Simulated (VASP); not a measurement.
# Si2Te4S (P-3m1) in VASP: a series of runs, part 2 of 2

VASP 6.6.1. The steps go on from the part before.

### Step 5. Relaxation of cell and atoms, PBE

This run uses another cell than the first one, of 26.16 Å³/atom, 0.984 times its volume.

The input, INCAR:

```
PREC = Accurate
ENCUT = 600
EDIFF = 1E-7
ISMEAR = 0
SIGMA = 0.2
LREAL = F
LASPH = T
NELM = 60
ALGO = Normal
ISIF = 3
LWAVE = F
LCHARG = F
GGA = PE
IBRION = 2
NSW = 36
EDIFFG = -0.08
```

The input, KPOINTS:

```
Automatic mesh
0
Gamma
  5 5 2
```

The input, POSCAR:

```
Si2Te4S
1.0
    3.9000000000      0.0000000000      0.0000000000
   -1.9500000000      3.3774990700      0.0000000000
    0.0000000000      0.0000000000     13.9000000000
Si Te S
2 4 1
Direct
    0.0000000000      0.0000000000      0.2550000000
    0.0000000000      0.0000000000      0.7450000000
    0.6666666700      0.3333333300      0.3700000000
    0.3333333300      0.6666666700      0.1400000000
    0.6666666700      0.3333333300      0.8600000000
    0.3333333300      0.6666666700      0.6300000000
    0.0000000000      0.0000000000      0.0000000000
```

Started as:

```bash
cat potpaw_PBE.64/Si/POTCAR potpaw_PBE.64/Te/POTCAR potpaw_PBE.64/S/POTCAR > POTCAR
mpirun -np 1 vasp_std > vasp.out
```

Wall time 3.2 min (1 thread of Intel Xeon 6975P-C (Granite Rapids), shared host); peak memory 0.37 GiB.

It converged, with:

* Free energy: -26.2536 eV
* Relaxed volume: 26.47 Å³/atom
* Relaxed cell: a = 3.850 Å, b = 3.850 Å, c = 14.434 Å, α = 90.00°, β = 90.00°, γ = 120.00°
* Space group after relaxing (to 0.05 Å): P-3m1 (No. 164)
* Energy gained by relaxing: 31.0 meV/atom
* Ionic steps: 7
* Pressure after relaxing: 0.1 GPa
* Largest force after relaxing: 0.036 eV/Å
* Band gap on the k mesh: zero (band 19 reaches 6.95 eV, above the bottom of band 20 at 6.45 eV)

Forces on the atoms (eV/Å):
```
Si   0.000  0.000  0.014
Si   0.000  0.000 -0.014
Te   0.000  0.000 -0.035
Te   0.000  0.000 -0.036
Te   0.000  0.000  0.036
Te   0.000  0.000  0.035
S    0.000  0.000  0.000
```

Stress tensor (GPa, compression positive):
```
 0.20  0.00  0.00
 0.00  0.20  0.00
 0.00  0.00 -0.22
```

The path:
| step | energy change (eV) | largest force (eV/Å) | pressure (GPa) | volume (Å³) |
| --- | --- | --- | --- | --- |
| 1 | 0.0000 | 0.8308 | 0.79 | 183.09 |
| 2 | -0.1266 | 0.4811 | -0.38 | 186.49 |
| 3 | -0.1770 | 0.2539 | -1.43 | 190.41 |
| 4 | -0.2064 | 0.2277 | 0.68 | 183.96 |
| 5 | -0.2113 | 0.1546 | 0.08 | 185.67 |
| 6 | -0.2152 | 0.0994 | 0.07 | 185.48 |
| 7 | -0.2167 | 0.0358 | 0.06 | 185.27 |

Final structure:
```
CELL_PARAMETERS angstrom
3.84981 0.00000 0.00000
-1.92491 3.33404 0.00000
0.00000 0.00000 14.43444
ATOMIC_POSITIONS crystal
Si 0.00000 0.00000 0.26236
Si 0.00000 0.00000 0.73764
Te 0.66667 0.33333 0.37019
Te 0.33333 0.66667 0.13109
Te 0.66667 0.33333 0.86891
Te 0.33333 0.66667 0.62981
S 0.00000 0.00000 0.00000
```

Levels at points of the mesh, in eV from the Fermi level:
| k point | band 17 | band 18 | band 19 | band 20 | band 21 | band 22 |
| --- | --- | --- | --- | --- | --- | --- |
| (0.00, 0.00, 0.00) | -0.59 | -0.34 | 0.22 | 0.22 | 0.65 | 1.57 |
| (0.00, 0.00, 0.50) | -0.57 | -0.57 | 0.21 | 0.21 | 1.22 | 1.25 |

Caveat: the k points lie up to 0.38 Å⁻¹ apart in the final cell; spin-orbit coupling is left out, which moves the levels of the heavy elements; this functional lacks dispersion, which binds the layers, so the pressure and a relaxed spacing across them are unreliable; the relaxation stopped at a loose force limit of 0.08 eV/Å, so its end isn't a converged minimum.

### Step 6. Relaxation of cell and atoms, PBE

The input, INCAR:

```
SYSTEM = Si2Te4S
  PREC = Accurate
  ENCUT = 600
  EDIFF = 1E-7
  ISMEAR = 0
  SIGMA = 0.1
  LREAL = .False.
  LASPH = .True.
  NELM = 80
  ALGO = Normal
  ISIF = 3
  LWAVE = .False.
  LCHARG = .False.
  GGA = PE
  IBRION = 2
  NSW = 100
  EDIFFG = -0.01
```

The input, KPOINTS:

```
Automatic mesh
0
Gamma
  12 12 2
  0 0 0
```

The input, POSCAR:

```
Si2Te4S
1.0
    3.8690232806      0.0000000000      0.0000000000
   -1.9345116403      3.3506724488      0.0000000000
    0.0000000000      0.0000000000     14.3469936737
Si Te S
2 4 1
Direct
    0.0000000000      0.0000000000      0.2622995393
    0.0000000000      0.0000000000      0.7377004607
    0.6666666667      0.3333333333      0.3699193707
    0.3333333333      0.6666666667      0.1300090288
    0.6666666667      0.3333333333      0.8699909712
    0.3333333333      0.6666666667      0.6300806293
    0.0000000000      0.0000000000      0.0000000000
```

Potentials or basis: VASP PAW PBE potentials, release 64 (Si, Te, S).

Started as:

```bash
cat potpaw_PBE.64/Si/POTCAR potpaw_PBE.64/Te/POTCAR potpaw_PBE.64/S/POTCAR > POTCAR
mpirun -np 1 vasp_std > vasp.out
```

OUTCAR:

```text
SYSTEM = Si2Te4S
   PREC = Accurate
   ENCUT = 600
   EDIFF = 1E-7
   ISMEAR = 0
   LREAL = .False.
   LASPH = .True.
   NELM = 80
   ISIF = 3
   GGA = PE
   IBRION = 2
   NSW = 100
   EDIFFG = -0.01

 ion  position               nearest neighbor table
   1  0.000  0.000  0.262-   3 2.72   3 2.72   3 2.72   4 2.93   4 2.93   4 2.93
   2  0.000  0.000  0.738-   6 2.72   6 2.72   6 2.72   5 2.93   5 2.93   5 2.93
   3  0.667  0.333  0.370-   1 2.72   1 2.72   1 2.72
   4  0.333  0.667  0.130-   7 2.91   7 2.91   7 2.91   1 2.93   1 2.93   1 2.93
   5  0.667  0.333  0.870-   7 2.91   7 2.91   7 2.91   2 2.93   2 2.93   2 2.93
   6  0.333  0.667  0.630-   2 2.72   2 2.72   2 2.72
   7  0.000  0.000  0.000-   4 2.91   5 2.91   4 2.91   5 2.91   5 2.91   4 2.91

  LATTYP: Found a hexagonal cell.
 ALAT       =     3.8690232806
 C/A-ratio  =     3.7081693836

  Lattice vectors:

 A1 = (   3.8690232806,   0.0000000000,   0.0000000000)
 A2 = (  -1.9345116403,   3.3506724488,   0.0000000000)
 A3 = (   0.0000000000,   0.0000000000,  14.3469936737)

Analysis of symmetry for initial positions (statically):
=====================================================================
 Subroutine PRICEL returns:
 Original cell was already a primitive cell.

 Routine SETGRP: Setting up the symmetry group for a
 hexagonal supercell.

 Subroutine GETGRP returns: Found 12 space group operations
 (whereof 12 operations were pure point group operations)
 out of a pool of 24 trial point group operations.

The static configuration has the point symmetry D_3d.

Analysis of symmetry for dynamics (positions and initial velocities):
=====================================================================
 Subroutine PRICEL returns:
 Original cell was already a primitive cell.

 Routine SETGRP: Setting up the symmetry group for a
 hexagonal supercell.

 Subroutine GETGRP returns: Found 12 space group operations
 (whereof 12 operations were pure point group operations)
 out of a pool of 24 trial point group operations.

The dynamic configuration has the point symmetry D_3d.

 Subroutine INISYM returns: Found 12 space group operations
 (whereof 12 operations are pure point group operations),
 and found     1 'primitive' translations

----------------------------------------------------------------------------------------

                                     Primitive cell

  volume of cell :     185.9920

  direct lattice vectors                    reciprocal lattice vectors
     3.869023281  0.000000000  0.000000000     0.258463164  0.149223778  0.000000000
    -1.934511640  3.350672449  0.000000000     0.000000000  0.298447555  0.000000000
     0.000000000  0.000000000 14.346993674     0.000000000  0.000000000  0.069701014

  length of vectors
     3.869023281  3.869023281 14.346993674     0.298447555  0.298447555  0.069701014

  position of ions in fractional coordinates (direct lattice)
     0.000000000  0.000000000  0.262299539
     0.000000000  0.000000000  0.737700461
     0.666666667  0.333333333  0.369919371
     0.333333333  0.666666667  0.130009029
     0.666666667  0.333333333  0.869990971
[... 71 lines left out ...]
   ions per type =               2   4   1
   NGX,Y,Z   is equivalent  to a cutoff of  13.75, 13.75, 13.91 a.u.
   NGXF,Y,Z  is equivalent  to a cutoff of  27.50, 27.50, 27.81 a.u.
 SYSTEM =  Si2Te4S
   PREC   = accura    normal or accurate (medium, high low for compatibility)
   ISTART =      0    job   : 0-new  1-cont  2-samecut
   ICHARG =      2    charge: 1-file 2-atom 10-const
   ISPIN  =      1    spin polarized calculation?
   LNONCOLLINEAR =      F non collinear calculations
   LSORBIT =      F    spin-orbit coupling
   LASPH  =      T    aspherical Exc in radial PAW
   ENCUT  =  600.0 eV  44.10 Ry    6.64 a.u.   7.73  7.73 28.65*2*pi/ulx,y,z
   NELM   =     80;   NELMIN=  2; NELMDL= -5     # of ELM steps
   EDIFF  = 0.1E-06   stopping-criterion for ELM
   LREAL  =      F    real-space projection
   EDIFFG = -.1E-01   stopping-criterion for IOM
   NSW    =    100    number of steps for IOM
   IBRION =      2    ionic relax: 0-MD 1-quasi-New 2-CG
   NFREE  =      1    steps in history (QN), initial steepest desc. (CG)
   ISIF   =      3    stress and relaxation
   ISYM   =      2    0-nonsym 1-usesym 2-fastsym
   POTIM  = 0.5000    time-step for ionic-motion
   TEBEG  =    0.0;   TEEND  =   0.0 temperature during run
   PSTRESS=    0.0 pullay stress
   NELECT =      38.0000    total number of electrons
   NUPDOWN=      -1.0000    fix difference up-down
   EMIN   =  10.00;   EMAX   =-10.00  energy-range for DOS
   EFERMI =   0.00;   METHOD = LEGACY
   ISMEAR =     0;   SIGMA  =   0.10  broadening in eV -4-tet -1-fermi 0-gaus
   EFERMI_NEDOS =   21; number of points for ismear=-14 and -15
   IALGO  =     38    algorithm
   IMIX   =      4    mixing-type and parameters
     AMIX     =   0.40;   BMIX     =  1.00
     AMIX_MAG =   1.60;   BMIX_MAG =  1.00
  volume/ion in A,a.u.               =      26.57       179.31
  Fermi-wavevector in a.u.,A,eV,Ry     =   0.964209  1.822091 12.649329  0.929699
  Thomas-Fermi vector in A             =   2.093821
   LORBIT       =      0    0 simple, 1 ext, 2 COOP (PROOUT), +10 PAW based schemes
   GGA     = PE    functional components
   LHFCALC =     F    Hartree Fock is set to
   AEXX    =    0.0000 exact exchange contribution
   IVDW    =     0    specifies the selected vdW correction
   LEPSILON=     F    determine dielectric tensor
   LRPA    =     F    only Hartree local field effects (RPA)
 conjugate gradient relaxation of ions
 non-spin polarized calculation
 Gauss-broadening in eV      SIGMA  =   0.10
  energy-cutoff  :      600.00
  volume of cell :      185.99
 maximum number of plane-waves:      6262
 NGX is ok and might be reduce to    32
   NGX = 15   NGY = 15   NGZ = 57

--------------------------------------- Ionic step        1  -------------------------------------------

 number of electron      37.9999999 magnetization

 Free energy of the ion-electron system (eV)
  ---------------------------------------------------
  ext. energy  EPLUGINS =         0.00000000
  ---------------------------------------------------
  free energy    TOTEN  =       -26.22270478 eV

  energy without entropy =      -26.19805993  energy(sigma->0) =      -26.21038235

------------------------ aborting loop because EDIFF is reached ----------------------------------------

  FORCE on cell =-STRESS in cart. coord.  units (eV):
  Direction    XX          YY          ZZ          XY          YZ          ZX
  --------------------------------------------------------------------------------------
  -------------------------------------------------------------------------------------
  Total       -0.2987482     -0.2987482     -0.1435064     -0.0000000      0.0000000      0.0000000
  in kB       -2.5734849     -2.5734849     -1.2361969     -0.0000000      0.0000000      0.0000000
  external PRESSURE =      -2.1277222 kB  Pullay stress =       0.0000000 kB
[... 104 lines left out ...]
  FREE ENERGIE OF THE ION-ELECTRON SYSTEM (eV)
  ---------------------------------------------------
  free  energy   TOTEN  =       -26.2304673308 eV

  energy  without entropy=      -26.2071561353  energy(sigma->0) =      -26.21881173

[... ionic steps 4 to 7 ...]

--------------------------------------- Ionic step        8  -------------------------------------------

 number of electron      38.0000000 magnetization

------------------------ aborting loop because EDIFF is reached ----------------------------------------
[... 77 lines left out ...]
--------------------------------------- Ionic step       10  -------------------------------------------

 number of electron      38.0000000 magnetization

 Free energy of the ion-electron system (eV)
  ---------------------------------------------------
  ext. energy  EPLUGINS =         0.00000000
  ---------------------------------------------------
  free energy    TOTEN  =       -26.23400469 eV

  energy without entropy =      -26.21087024  energy(sigma->0) =      -26.22243746

 E-fermi :   6.5607     XC(G=0):  -9.4982

 val. band max:        6.5164105500   @ k =   0.0833   0.0833   0.5000
 cond. band min:       6.5611438478   @ k =   0.2500   0.2500   0.0000
 fundamental gap:      0.0447332978
 Fermi energy:         6.5606674973

 k-point     1 :       0.0000    0.0000    0.0000
  band No.  band energies     occupation
      1      -7.9478      2.00000
      2      -6.8456      2.00000
      3      -6.5205      2.00000
      4      -5.4769      2.00000
      5      -4.2393      2.00000
      6      -0.0911      2.00000
[... 613 lines left out ...]
     22       7.1880      0.00000
     23       9.2462      0.00000

 [... further k-points ...]
[... 5 lines left out ...]
  --------------------------------------------------------------------------------------
  -------------------------------------------------------------------------------------
  Total       -0.0046993     -0.0046993     -0.0260258      0.0000000      0.0000000      0.0000000
  in kB       -0.0407814     -0.0407814     -0.2258550      0.0000000      0.0000000      0.0000000
  external PRESSURE =      -0.1024726 kB  Pullay stress =       0.0000000 kB
[... 22 lines left out ...]
  FREE ENERGIE OF THE ION-ELECTRON SYSTEM (eV)
  ---------------------------------------------------
  free  energy   TOTEN  =       -26.2340046913 eV

  energy  without entropy=      -26.2108702373  energy(sigma->0) =      -26.22243746

 reached required accuracy - stopping structural energy minimisation
```

Wall time 11 min (1 thread of Intel Xeon 6975P-C (Granite Rapids), shared host); peak memory 0.49 GiB.

What came out:

```
Free energy                            : -26.2340 eV
Relaxed volume                         : 26.37 Å³/atom
Relaxed cell                           : a = 3.854 Å, b = 3.854 Å, c = 14.353 Å, α = 90.00°, β = 90.00°, γ = 120.00°
Space group after relaxing (to 0.05 Å) : P-3m1 (No. 164)
Energy gained by relaxing              : 1.6 meV/atom
Ionic steps                            : 10
Pressure after relaxing                : 0.0 GPa
Largest force after relaxing           : 0.005 eV/Å
Band gap on the k mesh                 : zero (band 19 reaches 6.91 eV, above the bottom of band 20 at 6.28 eV)
```

Forces in eV/Å, atoms in the order of the input:
```
Si   0.000  0.000  0.002
Si   0.000  0.000 -0.002
Te   0.000  0.000  0.005
Te   0.000  0.000  0.002
Te   0.000  0.000 -0.002
Te   0.000  0.000 -0.005
S    0.000  0.000  0.000
```

The path:
```csv
step,energy change (eV),largest force (eV/Å),pressure (GPa),volume (Å³)
1,0.0000,0.1849,-0.21,185.99
2,-0.0047,0.1585,0.00,185.04
3,-0.0078,0.1086,0.37,183.55
4,-0.0104,0.0587,0.11,184.16
5,-0.0107,0.0546,-0.01,184.47
6,-0.0111,0.0340,-0.01,184.53
7,-0.0113,0.0160,0.00,184.58
8,-0.0113,0.0140,0.00,184.59
9,-0.0113,0.0101,0.00,184.60
10,-0.0113,0.0055,-0.01,184.62
```

Final structure:
```yaml
crystal:
  lattice:
    - [3.85401, 0.00000, 0.00000]
    - [-1.92700, 3.33767, 0.00000]
    - [0.00000, 0.00000, 14.35257]
  atoms:
    - { symbol: Si, position: [0.00000, 0.00000, 0.26129] }
    - { symbol: Si, position: [0.00000, 0.00000, 0.73871] }
    - { symbol: Te, position: [0.66667, 0.33333, 0.36994] }
    - { symbol: Te, position: [0.33333, 0.66667, 0.13310] }
    - { symbol: Te, position: [0.66667, 0.33333, 0.86690] }
    - { symbol: Te, position: [0.33333, 0.66667, 0.63006] }
    - { symbol: S, position: [0.00000, 0.00000, 0.00000] }
```

Levels at points of the mesh, in eV from the Fermi level:
```
           k point  band 17  band 18  band 19  band 20  band 21  band 22
(0.00, 0.00, 0.00)    -0.62    -0.31     0.15     0.15     0.69     1.58
(0.50, 0.00, 0.00)    -1.96    -1.13    -0.67     0.00     0.10     0.41
(0.00, 0.00, 0.50)    -0.59    -0.59     0.14     0.14     1.23     1.28
(0.50, 0.00, 0.50)    -1.71    -1.20    -1.06    -0.28     0.17     0.61
```

Caveat: spin-orbit coupling is left out, which moves the levels of the heavy elements; this functional lacks dispersion, which binds the layers, so the pressure and a relaxed spacing across them are unreliable.

### Step 7. The runs side by side

```csv
task,cell,k mesh,cutoff (eV),smearing,gap on the mesh (eV),pressure (GPa),relaxed volume (Å³/atom),largest force (eV/Å)
single point,"a = 3.869, b = 3.869, c = 14.347 Å, angles 90.0, 90.0, 120.0°, 7 atoms",5 × 5 × 2,520,gaussian 0.2 eV,none,0.0,-,0.01
single point,"a = 3.854, b = 3.854, c = 14.297 Å, angles 90.0, 90.0, 120.0°, 7 atoms",6 × 6 × 2,520,gaussian 0.2 eV,none,0.0,-,0.06
single point,"a = 3.854, b = 3.854, c = 14.297 Å, angles 90.0, 90.0, 120.0°, 7 atoms",12 × 12 × 2,520,gaussian 0.1 eV,none,0.0,-,0.01
relaxation of cell and atoms,"relaxed from a = 3.900, b = 3.900, c = 13.900 Å, angles 90.0, 90.0, 120.0°, 7 atoms",5 × 5 × 2,600,gaussian 0.2 eV,none,0.1,26.47,0.04
relaxation of cell and atoms,"relaxed from a = 3.869, b = 3.869, c = 14.347 Å, angles 90.0, 90.0, 120.0°, 7 atoms",12 × 12 × 2,600,gaussian 0.1 eV,none,0.0,26.37,0.01
```

Alike in all rows: level PBE; potentials or basis VASP PAW PBE potentials, release 64 (Si, Te, S); no spin polarisation.

Caveats: some runs use coarse meshes; spin-orbit coupling is left out, which moves the levels of the heavy elements; this functional lacks dispersion, which binds the layers, so the pressure and a relaxed spacing across them are unreliable; the relaxation stopped at a loose force limit of 0.08 eV/Å, so its end isn't a converged minimum (some runs).

Absolute energies hang on the potentials; compare differences alone.
